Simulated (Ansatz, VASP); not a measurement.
**Two plane-wave programs on TaN**

```xyz
4
Lattice="3.2489 0.0000 0.0000 -1.6245 2.8137 0.0000 0.0000 0.0000 5.8114" Properties=species:S:1:pos:R:3 pbc="T T T"
Ta    0.0000    1.8758    0.1749
Ta    1.6245    0.9379    3.0806
N     0.0000    1.8758    2.0624
N     1.6245    0.9379    4.9681
```

Alike in both runs: task single point; functional PBEsol; k mesh 18 × 18 × 8; occupations gaussian, width 0.15 eV; no spin polarisation.

```csv
,VASP,Ansatz
version,VASP 6.6.1,Ansatz 0.2.0
potentials or method,"VASP PAW PBE potentials, release 64 (Ta_pv, N), cutoff 520 eV","scalar-relativistic, plane waves, PAW"
valence electrons in the cell,32,36
```

```tsv
	VASP	Ansatz	Ansatz less VASP
gap on the k mesh at the Fermi level (eV)	none	none	-
pressure (GPa)	-2.7	-3.5	-0.81
traceless stress, the component that is largest in VASP (GPa)	21.09	20.32	-0.774
rms of the force components (eV/Å)	1.074	1.027	-0.0475
```

VASP's potentials were made for PBE, not for PBEsol, and Ansatz warns of the same on its side. Atom by atom the forces differ by 0.047 eV/Å (rms over components). A gap of «none» marks a metal or a gap that the smearing closes. With one functional, cell and mesh, what is left measures potentials, basis and numerics. VASP's potentials hold 32 valence electrons a cell and Ansatz's 36, so a difference there can come from the potentials and not from the codes.

Spin-orbit coupling is off throughout.
